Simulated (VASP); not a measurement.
# Li2S (Fm-3m) in VASP: a series of runs

The runs below take Li2S through relaxation of cell and atoms, with PBEsol.

All numbers are computed with VASP 6.6.1; they aren't measurements. Logs are shortened: lines on timing, memory, paths and dates and some standing lists are left out, and cuts for length are marked.

## 1. The cell of the first run

The structure is cubic, space group Fm-3m (No. 225). Conventional cell: a = 5.655 Å, b = 5.655 Å, c = 5.655 Å, α = 90.00°, β = 90.00°, γ = 90.00°. Li (site symmetry -43m) has 4 S at 2.45 Å and 6 Li at 2.83 Å within 3.2 Å. S (site symmetry m-3m) has 8 Li at 2.45 Å within 3.2 Å.

## 2. Relaxation of cell and atoms, PBEsol, target pressure 7 GPa, at which the enthalpy is minimised

INCAR reads:

```
SYSTEM = Li2S
ALGO     = Normal         ! electronic algorithm
EDIFF    = 1E-7           ! SCF threshold, eV
EDIFFG   = -0.002         ! ionic threshold
ENCUT    = 750            ! plane-wave cutoff, eV
GGA      = PS             ! functional
GGA_COMPAT= .False.      
IBRION   = 2              ! ionic algorithm
ISIF     = 3              ! what is computed and relaxed
ISMEAR   = 0              ! smearing method
LASPH    = .True.         ! aspherical terms in the spheres
LCHARG   = .False.        ! write CHGCAR
LREAL    = .False.        ! projectors in reciprocal space
LWAVE    = .False.        ! write WAVECAR
NELM     = 120            ! most SCF steps
NELMIN   = 4            
NSW      = 100            ! ionic steps
PREC     = Accurate       ! precision mode
PSTRESS  = 70.0         
SIGMA    = 0.01           ! smearing width, eV
```

KPOINTS reads:

```
k-points
0
Gamma
  8 8 8
  0 0 0
```

POSCAR reads:

```
Li2S
1.0
    0.0000000000      2.8273111174      2.8273111174
    2.8273111174      0.0000000000      2.8273111174
    2.8273111174      2.8273111174      0.0000000000
Li S
2 1
Direct
    0.2500000000      0.2500000000      0.2500000000
    0.7500000000      0.7500000000      0.7500000000
    0.0000000000      0.0000000000      0.0000000000
```

Potentials or basis: VASP PAW PBE potentials, release 64 (Li_sv, S).

Started as:

```
cat potpaw_PBE.64/Li_sv/POTCAR potpaw_PBE.64/S/POTCAR > POTCAR
mpirun -np 1 vasp_std > vasp.out
```

OUTCAR:

```text
SYSTEM = Li2S
   EDIFF = 1E-7
   EDIFFG = -0.002
   ENCUT = 750
   GGA = PS
   IBRION = 2
   ISIF = 3
   ISMEAR = 0
   LASPH = .True.
   LREAL = .False.
   NELM = 120
   NELMIN = 4
   NSW = 100
   PREC = Accurate
   PSTRESS = 70.0

 ion  position               nearest neighbor table
   1  0.250  0.250  0.250-   3 2.45   3 2.45   3 2.45   3 2.45
   2  0.750  0.750  0.750-   3 2.45   3 2.45   3 2.45   3 2.45
   3  0.000  0.000  0.000-   2 2.45   2 2.45   2 2.45   1 2.45   1 2.45   1 2.45   2 2.45   1 2.45

  LATTYP: Found a face centered cubic cell.
 ALAT       =     5.6546222348

  Lattice vectors:

 A1 = (   0.0000000000,   2.8273111174,   2.8273111174)
 A2 = (   2.8273111174,   0.0000000000,   2.8273111174)
 A3 = (   2.8273111174,   2.8273111174,   0.0000000000)

Analysis of symmetry for initial positions (statically):
=====================================================================
 Subroutine PRICEL returns:
 Original cell was already a primitive cell.

 Routine SETGRP: Setting up the symmetry group for a
 face centered cubic supercell.

 Subroutine GETGRP returns: Found 48 space group operations
 (whereof 48 operations were pure point group operations)
 out of a pool of 48 trial point group operations.

The static configuration has the point symmetry O_h .

Analysis of symmetry for dynamics (positions and initial velocities):
=====================================================================
 Subroutine PRICEL returns:
 Original cell was already a primitive cell.

 Routine SETGRP: Setting up the symmetry group for a
 face centered cubic supercell.

 Subroutine GETGRP returns: Found 48 space group operations
 (whereof 48 operations were pure point group operations)
 out of a pool of 48 trial point group operations.

The dynamic configuration has the point symmetry O_h .

 Subroutine INISYM returns: Found 48 space group operations
 (whereof 48 operations are pure point group operations),
 and found     1 'primitive' translations

----------------------------------------------------------------------------------------

                                     Primitive cell

  volume of cell :      45.2013

  direct lattice vectors                    reciprocal lattice vectors
     0.000000000  2.827311117  2.827311117    -0.176846473  0.176846473  0.176846473
     2.827311117  0.000000000  2.827311117     0.176846473 -0.176846473  0.176846473
     2.827311117  2.827311117  0.000000000     0.176846473  0.176846473 -0.176846473

  length of vectors
     3.998421727  3.998421727  3.998421727     0.306307077  0.306307077  0.306307077

  position of ions in fractional coordinates (direct lattice)
     0.250000000  0.250000000  0.250000000
     0.750000000  0.750000000  0.750000000
     0.000000000  0.000000000  0.000000000

  ion indices of the primitive-cell ions
   primitive index   ion index
                 1           1
                 2           2
                 3           3

----------------------------------------------------------------------------------------

 KPOINTS: k-points

Automatic generation of k-mesh.
 Grid dimensions read from file:
 generate k-points for:    8    8    8

 Generating k-lattice:

  Cartesian coordinates                     Fractional coordinates (reciprocal lattice)
    -0.022105809  0.022105809  0.022105809     0.125000000  0.000000000  0.000000000
     0.022105809 -0.022105809  0.022105809     0.000000000  0.125000000  0.000000000
     0.022105809  0.022105809 -0.022105809     0.000000000  0.000000000  0.125000000

  Length of vectors
     0.038288385  0.038288385  0.038288385

  Shift w.r.t. Gamma in fractional coordinates (k-lattice)
     0.000000000  0.000000000  0.000000000

 Subroutine IBZKPT returns following result:
 ===========================================

 Found     29 irreducible k-points:

 Following reciprocal coordinates:
            Coordinates               Weight
  0.000000  0.000000  0.000000      1.000000
  0.125000  0.000000  0.000000      8.000000
  0.250000  0.000000  0.000000      8.000000
  0.375000  0.000000  0.000000      8.000000
  0.500000  0.000000  0.000000      4.000000
  0.125000  0.125000  0.000000      6.000000
[... 16 lines left out ...]
  0.500000  0.250000  0.125000     48.000000
 -0.375000  0.250000  0.125000     24.000000
 [... further k-points ...]
   k-points           NKPTS =     29   k-points in BZ     NKDIM =     29   number of bands    NBANDS=     10
   number of dos      NEDOS =    301   number of ions     NIONS =      3
   total plane-waves  NPLWV =  46656
   dimension x,y,z NGX =    36 NGY =   36 NGZ =   36
   dimension x,y,z NGXF=    72 NGYF=   72 NGZF=   72
   ions per type =               2   1
   NGX,Y,Z   is equivalent  to a cutoff of  14.97, 14.97, 14.97 a.u.
   NGXF,Y,Z  is equivalent  to a cutoff of  29.94, 29.94, 29.94 a.u.
 SYSTEM =  Li2S
   PREC   = accura    normal or accurate (medium, high low for compatibility)
   ISTART =      0    job   : 0-new  1-cont  2-samecut
   ICHARG =      2    charge: 1-file 2-atom 10-const
   ISPIN  =      1    spin polarized calculation?
   LNONCOLLINEAR =      F non collinear calculations
   LSORBIT =      F    spin-orbit coupling
   LASPH  =      T    aspherical Exc in radial PAW
   ENCUT  =  750.0 eV  55.12 Ry    7.42 a.u.   8.93  8.93  8.93*2*pi/ulx,y,z
   NELM   =    120;   NELMIN=  4; NELMDL= -5     # of ELM steps
   EDIFF  = 0.1E-06   stopping-criterion for ELM
   LREAL  =      F    real-space projection
   EDIFFG = -.2E-02   stopping-criterion for IOM
   NSW    =    100    number of steps for IOM
   IBRION =      2    ionic relax: 0-MD 1-quasi-New 2-CG
   NFREE  =      1    steps in history (QN), initial steepest desc. (CG)
   ISIF   =      3    stress and relaxation
   ISYM   =      2    0-nonsym 1-usesym 2-fastsym
   POTIM  = 0.5000    time-step for ionic-motion
   TEBEG  =    0.0;   TEEND  =   0.0 temperature during run
   PSTRESS=   70.0 pullay stress
   NELECT =      12.0000    total number of electrons
   NUPDOWN=      -1.0000    fix difference up-down
   EMIN   =  10.00;   EMAX   =-10.00  energy-range for DOS
   EFERMI =   0.00;   METHOD = LEGACY
   ISMEAR =     0;   SIGMA  =   0.01  broadening in eV -4-tet -1-fermi 0-gaus
   EFERMI_NEDOS =   21; number of points for ismear=-14 and -15
   IALGO  =     38    algorithm
   IMIX   =      4    mixing-type and parameters
     AMIX     =   0.40;   BMIX     =  1.00
     AMIX_MAG =   1.60;   BMIX_MAG =  1.00
  volume/ion in A,a.u.               =      15.07       101.68
  Fermi-wavevector in a.u.,A,eV,Ry     =   1.052168  1.988309 15.062424  1.107057
  Thomas-Fermi vector in A             =   2.187240
   LORBIT       =      0    0 simple, 1 ext, 2 COOP (PROOUT), +10 PAW based schemes
   GGA     = PS    functional components
   LHFCALC =     F    Hartree Fock is set to
   AEXX    =    0.0000 exact exchange contribution
   IVDW    =     0    specifies the selected vdW correction
   LEPSILON=     F    determine dielectric tensor
   LRPA    =     F    only Hartree local field effects (RPA)
 conjugate gradient relaxation of ions
 non-spin polarized calculation
 Gauss-broadening in eV      SIGMA  =   0.01
  energy-cutoff  :      750.00
  volume of cell :       45.20
 maximum number of plane-waves:      2148
   NGX = 17   NGY = 17   NGZ = 17

--------------------------------------- Ionic step        1  -------------------------------------------

 number of electron      11.9999996 magnetization

 Free energy of the ion-electron system (eV)
  ---------------------------------------------------
  ext. energy  EPLUGINS =         0.00000000
  ---------------------------------------------------
  free energy    TOTEN  =       -12.37688631 eV

  energy without entropy =      -12.37688631  energy(sigma->0) =      -12.37688631

------------------------ aborting loop because EDIFF is reached ----------------------------------------

  FORCE on cell =-STRESS in cart. coord.  units (eV):
  Direction    XX          YY          ZZ          XY          YZ          ZX
  --------------------------------------------------------------------------------------
  -------------------------------------------------------------------------------------
  Total       -0.0034556     -0.0034556     -0.0034556      0.0000000      0.0000000     -0.0000000
  in kB       -0.1224848     -0.1224848     -0.1224848      0.0000000      0.0000000     -0.0000000
  external PRESSURE =     -70.1224848 kB  Pullay stress =      70.0000000 kB

 VOLUME and BASIS-vectors are now :
 -----------------------------------------------------------------------------
  energy-cutoff  :      750.00
  volume of cell :       45.20
      direct lattice vectors                 reciprocal lattice vectors
     0.000000000  2.827311117  2.827311117    -0.176846473  0.176846473  0.176846473
     2.827311117  0.000000000  2.827311117     0.176846473 -0.176846473  0.176846473
     2.827311117  2.827311117  0.000000000     0.176846473  0.176846473 -0.176846473
[... 126 lines left out ...]
  FREE ENERGIE OF THE ION-ELECTRON SYSTEM (eV)
  ---------------------------------------------------
  free  energy   TOTEN  =       -12.2695727437 eV

  energy  without entropy=      -12.2695727437  energy(sigma->0) =      -12.26957274

  enthalpy is  TOTEN    =       -10.5322971588 eV   P V=        1.7372755849

--------------------------------------- Ionic step        5  -------------------------------------------

 number of electron      12.0000003 magnetization

 Free energy of the ion-electron system (eV)
  ---------------------------------------------------
  ext. energy  EPLUGINS =         0.00000000
  ---------------------------------------------------
  free energy    TOTEN  =       -12.27042371 eV

  energy without entropy =      -12.27042371  energy(sigma->0) =      -12.27042371

 E-fermi :   2.5187     XC(G=0):  -9.2247

 val. band max:        2.4247792731   @ k =   0.0000   0.0000   0.0000
 cond. band min:       5.5031915686   @ k =   0.5000   0.5000   0.0000
 fundamental gap:      3.0784122955
 Fermi energy:         2.5187233691

 k-point     1 :       0.0000    0.0000    0.0000
  band No.  band energies     occupation
      1     -40.8460      2.00000
      2     -40.7645      2.00000
      3      -9.0361      2.00000
      4       2.4248      2.00000
      5       2.4248      2.00000
      6       2.4248      2.00000
      7       7.3330      0.00000
      8       8.5973      0.00000
      9       8.5973      0.00000
     10       8.5973      0.00000

 k-point     2 :       0.1250    0.0000    0.0000
  band No.  band energies     occupation
      1     -40.8426      2.00000
      2     -40.7673      2.00000
      3      -8.9642      2.00000
      4       1.7038      2.00000
      5       2.3109      2.00000
      6       2.3109      2.00000
      7       7.7508      0.00000
      8       8.8740      0.00000
      9       8.8740      0.00000
     10       9.1088      0.00000
[... 274 lines left out ...]
 k-point    24 :      -0.3750    0.2500    0.1250
  band No.  band energies     occupation
      1     -40.8029      2.00000
      2     -40.8028      2.00000
      3      -8.3800      2.00000
      4      -0.6973      2.00000
      5       0.9196      2.00000
      6       1.2825      2.00000
      7       8.3072      0.00000
      8       9.4258      0.00000
      9      11.2749      0.00000
     10      11.9736      0.00000

 [... further k-points ...]

------------------------ aborting loop because EDIFF is reached ----------------------------------------

  FORCE on cell =-STRESS in cart. coord.  units (eV):
  Direction    XX          YY          ZZ          XY          YZ          ZX
  --------------------------------------------------------------------------------------
  -------------------------------------------------------------------------------------
  Total        1.7391208      1.7391208      1.7391208      0.0000000      0.0000000      0.0000000
  in kB       70.0401474     70.0401474     70.0401474      0.0000000      0.0000000      0.0000000
  external PRESSURE =       0.0401474 kB  Pullay stress =      70.0000000 kB

 VOLUME and BASIS-vectors are now :
 -----------------------------------------------------------------------------
  energy-cutoff  :      750.00
  volume of cell :       39.78
      direct lattice vectors                 reciprocal lattice vectors
     0.000000000  2.709491290  2.709491290    -0.184536485  0.184536485  0.184536485
     2.709491290  0.000000000  2.709491290     0.184536485 -0.184536485  0.184536485
     2.709491290  2.709491290 -0.000000000     0.184536485  0.184536485 -0.184536485

 POSITION                                       TOTAL-FORCE (eV/Angst)
 -----------------------------------------------------------------------------------
      1.35475      1.35475      1.35475        -0.000000     -0.000000     -0.000000
      4.06424      4.06424      4.06424         0.000000      0.000000      0.000000
      0.00000      0.00000      0.00000         0.000000     -0.000000     -0.000000
 -----------------------------------------------------------------------------------
    total drift:                                0.000000      0.000000      0.000000

  FREE ENERGIE OF THE ION-ELECTRON SYSTEM (eV)
  ---------------------------------------------------
  free  energy   TOTEN  =       -12.2704237061 eV

  energy  without entropy=      -12.2704237061  energy(sigma->0) =      -12.27042371

  enthalpy is  TOTEN    =       -10.5322998081 eV   P V=        1.7381238981

 reached required accuracy - stopping structural energy minimisation
```

Run time: 97 s. Hardware: 1 thread of AMD EPYC 7R13, shared host; peak memory 0.19 GiB.

Results:

| Quantity | Value |
| --- | --- |
| Free energy | -12.2704 eV |
| Relaxed volume | 13.26 Å³/atom |
| Relaxed cell | a = 3.832 Å, b = 3.832 Å, c = 3.832 Å, α = 60.00°, β = 60.00°, γ = 60.00° |
| Space group after relaxing (to 0.1 Å) | Fm-3m (No. 225) |
| Energy change on relaxing (the run minimises the enthalpy) | +35.5 meV/atom |
| Ionic steps | 5 |
| Pressure after relaxing | 7.0 GPa |
| Band gap on the k mesh | 3.08 eV (least direct gap 4.86 eV) |

The path:
| step | energy change (eV) | largest force (eV/Å) | pressure (GPa) | volume (Å³) |
| --- | --- | --- | --- | --- |
| 1 | 0.0000 | 0.0000 | -0.01 | 45.20 |
| 2 | 0.0601 | 0.0000 | 5.01 | 41.02 |
| 3 | 0.1029 | 0.0000 | 6.86 | 39.87 |
| 4 | 0.1073 | 0.0000 | 7.04 | 39.76 |
| 5 | 0.1065 | 0.0000 | 7.00 | 39.78 |

Final structure:
```
Li S
1.0
     0.00000    2.70949    2.70949
     2.70949    0.00000    2.70949
     2.70949    2.70949    0.00000
Li S
2 1
Direct
  0.25000 0.25000 0.25000
  0.75000 0.75000 0.75000
  0.00000 0.00000 0.00000
```

Levels at points of the mesh, in eV from the valence-band top:
| k point | band 3 | band 4 | band 5 | band 6 | band 7 | band 8 | band 9 | band 10 |
| --- | --- | --- | --- | --- | --- | --- | --- | --- |
| (0.00, 0.00, 0.00) | -11.46 | 0.00 | 0.00 | 0.00 | 4.91 | 6.17 | 6.17 | 6.17 |
| (0.50, 0.00, 0.00) | -10.89 | -3.46 | -0.64 | -0.64 | 6.51 | 6.51 | 6.73 | 8.98 |
| (0.50, 0.50, 0.00) | -10.73 | -2.53 | -1.78 | -1.78 | 3.08 | 7.42 | 12.09 | 12.09 |

Caveat: the cell is relaxed towards a set pressure, so the run minimises the enthalpy, not the energy; the PAW data sets were made with another functional, which shifts forces and pressure a little.

## 3. Relaxation of cell and atoms, PBEsol, target pressure 10 GPa, at which the enthalpy is minimised

INCAR reads:

```
ALGO = Normal ; EDIFF = 1E-7
EDIFFG = -0.002 ; ENCUT = 750
GGA = PS ; GGA_COMPAT = F
IBRION = 2 ; ISIF = 3
ISMEAR = 0 ; LASPH = T
LCHARG = F ; LREAL = F
LWAVE = F ; NELM = 120
NELMIN = 4 ; NSW = 100
PREC = Accurate ; PSTRESS = 100.0
SIGMA = 0.01
```

KPOINTS reads:

```
k-points
0
Gamma
  8 8 8
```

POSCAR is that of step 2.

Potentials or basis: VASP PAW PBE potentials, release 64 (Li_sv, S).

Started as:

```
cat potpaw_PBE.64/Li_sv/POTCAR potpaw_PBE.64/S/POTCAR > POTCAR
mpirun -np 1 vasp_std > vasp.out
```

It took 95 s on 1 thread of AMD EPYC 7R13, shared host; peak memory 0.18 GiB.

Results (log left out):

| Item | Value |
| --- | --- |
| Free energy | -12.1865 eV |
| Relaxed volume | 12.73 Å³/atom |
| Relaxed cell | a = 3.780 Å, b = 3.780 Å, c = 3.780 Å, α = 60.00°, β = 60.00°, γ = 60.00° |
| Space group after relaxing (to 0.1 Å) | Fm-3m (No. 225) |
| Energy change on relaxing (the run minimises the enthalpy) | +63.5 meV/atom |
| Ionic steps | 5 |
| Pressure after relaxing | 10.0 GPa |
| Band gap on the k mesh | 3.03 eV (least direct gap 4.90 eV) |

The path:
```tsv
step	energy change (eV)	largest force (eV/Å)	pressure (GPa)	volume (Å³)
1	0.0000	0.0000	-0.01	45.20
2	0.1280	0.0000	7.83	39.32
3	0.1854	0.0000	9.84	38.27
4	0.1936	0.0000	10.11	38.14
5	0.1904	0.0000	10.00	38.19
```

Final structure:
```yaml
crystal:
  lattice:
    - [0.00000, 2.67293, 2.67293]
    - [2.67293, 0.00000, 2.67293]
    - [2.67293, 2.67293, 0.00000]
  atoms:
    - { symbol: Li, position: [0.25000, 0.25000, 0.25000] }
    - { symbol: Li, position: [0.75000, 0.75000, 0.75000] }
    - { symbol: S, position: [0.00000, 0.00000, 0.00000] }
```

Levels at points of the mesh, in eV from the valence-band top:
```tsv
k point	band 2	band 3	band 4	band 5	band 6	band 7	band 8	band 9	band 10
(0.00, 0.00, 0.00)	-43.14	-11.59	0.00	0.00	0.00	5.15	6.16	6.16	6.16
(0.50, 0.00, 0.00)	-43.18	-10.99	-3.62	-0.67	-0.67	6.51	6.51	6.94	9.18
(0.50, 0.50, 0.00)	-43.17	-10.82	-2.62	-1.88	-1.88	3.03	7.53	12.41	12.41
```

Caveat: the cell is relaxed towards a set pressure, so the run minimises the enthalpy, not the energy; the volume moved by over 15 % at a fixed basis, so the end points are rough; the PAW data sets were made with another functional, which shifts forces and pressure a little. A k mesh can miss the band edges.
